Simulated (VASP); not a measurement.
Runs of VASP 6.6.1 on TaN. The structure is that of space group P-6m2 (No. 187), or close to it. The cells are those of the table. 

```tsv
cell	gap on the mesh (eV)	pressure (GPa)
a = 2.888, b = 2.888, c = 2.834 Å, angles 90.0, 90.0, 120.0°, 2 atoms	none	15.8
a = 2.837, b = 2.837, c = 2.784 Å, angles 90.0, 90.0, 120.0°, 2 atoms	none	(b)
a = 2.863, b = 2.863, c = 2.809 Å, angles 90.0, 90.0, 120.0°, 2 atoms	none	(a)
a = 3.010, b = 3.010, c = 2.953 Å, angles 90.0, 90.0, 120.0°, 2 atoms	none	-25.4
a = 3.033, b = 3.033, c = 2.976 Å, angles 90.0, 90.0, 120.0°, 2 atoms	none	-30.8
```

Alike in all rows: task single point; level PBEsol; potentials or basis VASP PAW PBE potentials, release 64 (Ta_pv, N); no spin polarisation; k mesh 11 × 11 × 10; cutoff (eV) 520; smearing fermi-dirac 0.1 eV.

Fill in the values left out.

(a) 28.0; (b) 41.9.

Caveats: the PAW data sets were made with another functional, which shifts forces and pressure a little; spin-orbit coupling is left out, which moves the levels of the heavy elements.

A k mesh can miss the band edges, and the runs leave out spin-orbit coupling on Ta.

A gap of «none» marks levels without a gap at the run's occupations.
